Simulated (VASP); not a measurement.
# AlN (F-43m) in VASP: a series of runs

AlN is run at these levels: B3LYP; tasks: single point, relaxation of cell and atoms.

All numbers are computed with VASP 6.6.1; they aren't measurements. Logs are shortened: lines on timing, memory, paths and dates and some standing lists are left out, and cuts for length are marked.

### Step 1. The cell of the first run

It takes space group F-43m (No. 216, cubic). Conventional cell: a = 4.385 Å, b = 4.385 Å, c = 4.385 Å, α = 90.00°, β = 90.00°, γ = 90.00°. Within 2.5 Å of Al (site symmetry -43m) lie 4 N at 1.90 Å. Within 2.5 Å of N (site symmetry -43m) lie 4 Al at 1.90 Å.

### Step 2. Single point, B3LYP

The input, POSCAR:

```
AlN
1.0
    0.0000000000      2.1926303833      2.1926303833
    2.1926303833      0.0000000000      2.1926303833
    2.1926303833      2.1926303833      0.0000000000
Al N
1 1
Direct
    0.0000000000      0.0000000000      0.0000000000
    0.2500000000      0.2500000000      0.2500000000
```

The input, INCAR.step1:

```
SYSTEM = AlN
  PREC = Accurate
  ENCUT = 520
  EDIFF = 1E-5
  ISMEAR = -1
  SIGMA = 0.05
  LREAL = .FALSE.
  LASPH = .TRUE.
  NELM = 100
  ALGO = Normal
  ISIF = 2
  LWAVE = .TRUE.
  LCHARG = .FALSE.
  GGA = PE
  NBANDS = 11
```

The input, INCAR.step2:

```
SYSTEM = AlN
  PREC = Accurate
  ENCUT = 520
  EDIFF = 1E-6
  ISMEAR = -1
  SIGMA = 0.05
  LREAL = .FALSE.
  LASPH = .TRUE.
  NELM = 100
  ALGO = Normal
  ISIF = 2
  LWAVE = .FALSE.
  LCHARG = .FALSE.
  GGA = B3
  LHFCALC = .TRUE.
  AEXX = 0.2
  AGGAX = 0.72
  AGGAC = 0.81
  ALDAC = 0.19
  PRECFOCK = Normal
  ISTART = 1
  NBANDS = 11
```

The input, KPOINTS:

```
regular mesh
0
G
  5 5 5
  0 0 0
```

Potentials or basis: VASP PAW PBE potentials, release 64 (Al, N).

Started as:

```
cat potpaw_PBE.64/Al/POTCAR potpaw_PBE.64/N/POTCAR > POTCAR
cp INCAR.step1 INCAR
mpirun -np 1 vasp_std > vasp.out
cp INCAR.step2 INCAR
mpirun -np 1 vasp_std > vasp.out
```

OUTCAR:

```text
SYSTEM = AlN
   PREC = Accurate
   ENCUT = 520
   EDIFF = 1E-6
   ISMEAR = -1
   LREAL = .FALSE.
   LASPH = .TRUE.
   NELM = 100
   ISIF = 2
   GGA = B3
   LHFCALC = .TRUE.
   AEXX = 0.2
   PRECFOCK = Normal
   ISTART = 1

 ion  position               nearest neighbor table
   1  0.000  0.000  0.000-   2 1.90   2 1.90   2 1.90   2 1.90
   2  0.250  0.250  0.250-   1 1.90   1 1.90   1 1.90   1 1.90

  LATTYP: Found a face centered cubic cell.
 ALAT       =     4.3852607666

  Lattice vectors:

 A1 = (   0.0000000000,   2.1926303833,   2.1926303833)
 A2 = (   2.1926303833,   0.0000000000,   2.1926303833)
 A3 = (   2.1926303833,   2.1926303833,   0.0000000000)

Analysis of symmetry for initial positions (statically):
=====================================================================
 Subroutine PRICEL returns:
 Original cell was already a primitive cell.

 Routine SETGRP: Setting up the symmetry group for a
 face centered cubic supercell.

 Subroutine GETGRP returns: Found 24 space group operations
 (whereof 24 operations were pure point group operations)
 out of a pool of 48 trial point group operations.

The static configuration has the point symmetry T_d .

Analysis of symmetry for dynamics (positions and initial velocities):
=====================================================================
 Subroutine PRICEL returns:
 Original cell was already a primitive cell.

 Routine SETGRP: Setting up the symmetry group for a
 face centered cubic supercell.

 Subroutine GETGRP returns: Found 24 space group operations
 (whereof 24 operations were pure point group operations)
 out of a pool of 48 trial point group operations.

The dynamic configuration has the point symmetry T_d .

 Subroutine INISYM returns: Found 24 space group operations
 (whereof 24 operations are pure point group operations),
 and found     1 'primitive' translations

----------------------------------------------------------------------------------------

                                     Primitive cell

  volume of cell :      21.0827

  direct lattice vectors                    reciprocal lattice vectors
     0.000000000  2.192630383  2.192630383    -0.228036610  0.228036610  0.228036610
     2.192630383  0.000000000  2.192630383     0.228036610 -0.228036610  0.228036610
     2.192630383  2.192630383  0.000000000     0.228036610  0.228036610 -0.228036610

  length of vectors
     3.100847625  3.100847625  3.100847625     0.394970995  0.394970995  0.394970995

[... 80 lines left out ...]
   ISMEAR =    -1;   SIGMA  =   0.05  broadening in eV -4-tet -1-fermi 0-gaus
   EFERMI_NEDOS =   21; number of points for ismear=-14 and -15
   IALGO  =     38    algorithm
   IMIX   =      1    mixing-type and parameters
     AMIX     =   0.40;   BMIX     =  1.00
     AMIX_MAG =   1.60;   BMIX_MAG =  1.00
  volume/ion in A,a.u.               =      10.54        71.14
  Fermi-wavevector in a.u.,A,eV,Ry     =   1.185212  2.239726 19.112480  1.404728
  Thomas-Fermi vector in A             =   2.321410
   LORBIT       =      0    0 simple, 1 ext, 2 COOP (PROOUT), +10 PAW based schemes
   GGA     = B3    functional components
   LHFCALC =     T    Hartree Fock is set to
   PRECFOCK=normal    Normal, Fast or Accurate (Low or Medium for compatibility)
   ENCUT4O =  -1.0   cutoff for four orbital integrals eV
   NKREDX  =     1    reduce k-point grid by
   NKREDY  =     1    reduce k-point grid by
   NKREDZ  =     1    reduce k-point grid by
   AEXX    =    0.2000 exact exchange contribution
   HFSCREEN=    0.0000 screening length (either q_TF or 0.3 A-1)
   HFSCREENC=   0.0000 screening length for correlation (either q_TF or 0.3 A-1)
   ENCUTFOCK=  -1.0 apply spherical cutoff to Coloumb kernel
   IVDW    =     0    specifies the selected vdW correction
   LEPSILON=     F    determine dielectric tensor
   LRPA    =     F    only Hartree local field effects (RPA)
 non-spin polarized calculation
  energy-cutoff  :      520.00
  volume of cell :       21.08
 maximum number of plane-waves:       572
  NGX = 18; NGY = 18; NGZ = 18

 number of electron       8.0000000 magnetization

 Free energy of the ion-electron system (eV)
  ---------------------------------------------------
  ext. energy  EPLUGINS =         0.00000000
  ---------------------------------------------------
  free energy    TOTEN  =       -16.86856892 eV

  energy without entropy =      -16.86856892  energy(sigma->0) =      -16.86856892

 E-fermi :   6.0624     XC(G=0):  -8.6245

 val. band max:        4.9991771722   @ k =   0.0000   0.0000   0.0000
 cond. band min:      10.8441439138   @ k =   0.4000   0.4000   0.0000
 fundamental gap:      5.8449667416
 Fermi energy:         6.0624333634

 k-point     1 :       0.0000    0.0000    0.0000
  band No.  band energies     occupation
      1     -11.0139      2.00000
      2       4.9992      2.00000
      3       4.9992      2.00000
      4       4.9992      2.00000
      5      11.0744      0.00000
      6      19.4798      0.00000
      7      19.4798      0.00000
      8      19.4798      0.00000
      9      24.8627      0.00000
     10      24.8627      0.00000
     11      26.3715      0.00000
[... 113 lines left out ...]
 k-point    10 :      -0.4000    0.4000    0.2000
  band No.  band energies     occupation
      1      -8.4306      2.00000
      2       0.4566      2.00000
      3       1.9350      2.00000
      4       3.0628      2.00000
      5      13.1251      0.00000
      6      17.8310      0.00000
      7      18.2260      0.00000
      8      20.5872      0.00000
      9      23.7534      0.00000
     10      26.4538      0.00000
     11      31.9619      0.00000

------------------------ aborting loop because EDIFF is reached ----------------------------------------

  FORCE on cell =-STRESS in cart. coord.  units (eV):
  Direction    XX          YY          ZZ          XY          YZ          ZX
  --------------------------------------------------------------------------------------
  -------------------------------------------------------------------------------------
  Total        0.0786666      0.0786666      0.0786666      0.0000000      0.0000000     -0.0000000
  in kB        5.9782600      5.9782600      5.9782600      0.0000000      0.0000000     -0.0000000
  external PRESSURE =       5.9782600 kB  Pullay stress =       0.0000000 kB

 VOLUME and BASIS-vectors are now :
 -----------------------------------------------------------------------------
  energy-cutoff  :      520.00
  volume of cell :       21.08
      direct lattice vectors                 reciprocal lattice vectors
     0.000000000  2.192630383  2.192630383    -0.228036610  0.228036610  0.228036610
     2.192630383  0.000000000  2.192630383     0.228036610 -0.228036610  0.228036610
     2.192630383  2.192630383  0.000000000     0.228036610  0.228036610 -0.228036610

 POSITION                                       TOTAL-FORCE (eV/Angst)
 -----------------------------------------------------------------------------------
      0.00000      0.00000      0.00000        -0.000000      0.000000     -0.000000
      1.09632      1.09632      1.09632         0.000000      0.000000      0.000000
 -----------------------------------------------------------------------------------
    total drift:                                0.000000     -0.000000     -0.000000

  FREE ENERGIE OF THE ION-ELECTRON SYSTEM (eV)
  ---------------------------------------------------
  free  energy   TOTEN  =       -16.8685689157 eV

  energy  without entropy=      -16.8685689157  energy(sigma->0) =      -16.86856892
```

OSZICAR.step1:

```text
N       E                     dE             d eps       ncg     rms          rms(c)
DAV:   1     0.107871318169E+02    0.10787E+02   -0.37878E+03   220   0.602E+02
DAV:   2    -0.162943614987E+02   -0.27081E+02   -0.25502E+02   250   0.134E+02
DAV:   3    -0.171980070056E+02   -0.90365E+00   -0.90251E+00   265   0.239E+01
DAV:   4    -0.172025691079E+02   -0.45621E-02   -0.45616E-02   253   0.188E+00
DAV:   5    -0.172026223188E+02   -0.53211E-04   -0.53211E-04   276   0.192E-01    0.857E+00
DAV:   6    -0.148478089715E+02    0.23548E+01   -0.11899E+01   258   0.172E+01    0.282E+00
DAV:   7    -0.148444558785E+02    0.33531E-02   -0.16314E-01   241   0.319E+00    0.205E+00
DAV:   8    -0.148392743272E+02    0.51816E-02   -0.27099E-02   235   0.158E+00    0.574E-01
DAV:   9    -0.148379817505E+02    0.12926E-02   -0.35543E-03   262   0.357E-01    0.234E-01
DAV:  10    -0.148380335520E+02   -0.51801E-04   -0.40936E-04   232   0.130E-01    0.169E-02
DAV:  11    -0.148380439732E+02   -0.10421E-04   -0.11387E-05   250   0.248E-02    0.163E-02
DAV:  12    -0.148380438280E+02    0.14520E-06   -0.52412E-07   125   0.549E-03
   1 F= -.14838044E+02 E0= -.14838044E+02  d E =-.108544E-10
```

Run time: 1.7 min. Hardware: 1 thread of Intel Xeon Platinum 8488C (Sapphire Rapids), shared host; peak memory 0.14 GiB.

Results:

| Quantity | Value |
| --- | --- |
| Free energy | -16.8686 eV |
| Pressure | 0.6 GPa |
| Band gap on the k mesh | 5.84 eV (least direct gap 6.08 eV) |

Caveat: the k points lie up to 0.50 Å⁻¹ apart; the PAW data sets were made with another functional, which shifts forces and pressure a little; an odd mesh through Γ misses points on the zone boundary, where band edges can lie.

### Step 3. Relaxation of cell and atoms, B3LYP

This run uses another cell than the first one, of 10.42 Å³/atom.

The input, POSCAR:

```
AlN
1.0
    0.0000000000      2.1839935596      2.1839935596
    2.1839935596      0.0000000000      2.1839935596
    2.1839935596      2.1839935596      0.0000000000
Al N
1 1
Direct
    0.0000000000      0.0000000000      0.0000000000
    0.2500000000      0.2500000000      0.2500000000
```

The input, INCAR.step1:

```
PREC = Accurate ; ENCUT = 600
EDIFF = 1E-5 ; ISMEAR = -1
SIGMA = 0.05 ; LREAL = False
LASPH = True ; NELM = 60
ALGO = Normal ; LWAVE = True
LCHARG = False ; GGA = PE
NBANDS = 11
```

The input, INCAR.step2:

```
PREC = Accurate ; ENCUT = 600
EDIFF = 1E-7 ; ISMEAR = -1
SIGMA = 0.05 ; LREAL = False
LASPH = True ; NELM = 60
ALGO = Normal ; ISIF = 3
LWAVE = False ; LCHARG = False
GGA = B3 ; LHFCALC = True
AEXX = 0.2 ; AGGAX = 0.72
AGGAC = 0.81 ; ALDAC = 0.19
PRECFOCK = Normal ; IBRION = 2
NSW = 60 ; EDIFFG = -0.01
ISTART = 1
```

The input, KPOINTS:

```
Automatic mesh
0
Gamma
  5 5 5
```

Potentials or basis: VASP PAW PBE potentials, release 64 (Al, N).

Started as:

```
cat potpaw_PBE.64/Al/POTCAR potpaw_PBE.64/N/POTCAR > POTCAR
cp INCAR.step1 INCAR
mpirun -np 1 vasp_std > vasp.out
cp INCAR.step2 INCAR
mpirun -np 1 vasp_std > vasp.out
```

Run time: 5.4 min. Hardware: 1 thread of Intel Xeon Platinum 8488C (Sapphire Rapids), shared host; peak memory 0.16 GiB.

It converged, with:

- Free energy: -16.8691 eV
- Relaxed volume: 10.57 Å³/atom
- Relaxed cell: a = 3.103 Å, b = 3.103 Å, c = 3.103 Å, α = 60.00°, β = 60.00°, γ = 60.00°
- Space group after relaxing (to 0.1 Å): F-43m (No. 216)
- Energy gained by relaxing: 1.4 meV/atom
- Ionic steps: 3
- Pressure after relaxing: 0.0 GPa
- Band gap on the k mesh: 5.84 eV (least direct gap 6.05 eV)

The path:
| step | energy change (eV) | largest force (eV/Å) | pressure (GPa) | volume (Å³) |
| --- | --- | --- | --- | --- |
| 1 | 0.0000 | 0.0000 | 2.99 | 20.83 |
| 2 | -0.0002 | 0.0000 | -2.73 | 21.43 |
| 3 | -0.0028 | 0.0000 | -0.01 | 21.13 |

Final structure:
```
Al N
1.0
     0.00000    2.19443    2.19443
     2.19443    0.00000    2.19443
     2.19443    2.19443    0.00000
Al N
1 1
Direct
  0.00000 0.00000 0.00000
  0.25000 0.25000 0.25000
```

Levels at points of the mesh, in eV from the valence-band top:
```
           k point  band 1  band 2  band 3  band 4  band 5  band 6  band 7  band 8
(0.00, 0.00, 0.00)  -16.00    0.00    0.00    0.00    6.05   14.45   14.45   14.45
```

Caveat: the k points lie up to 0.50 Å⁻¹ apart in the final cell; the PAW data sets were made with another functional, which shifts forces and pressure a little; an odd mesh through Γ misses points on the zone boundary, where band edges can lie.
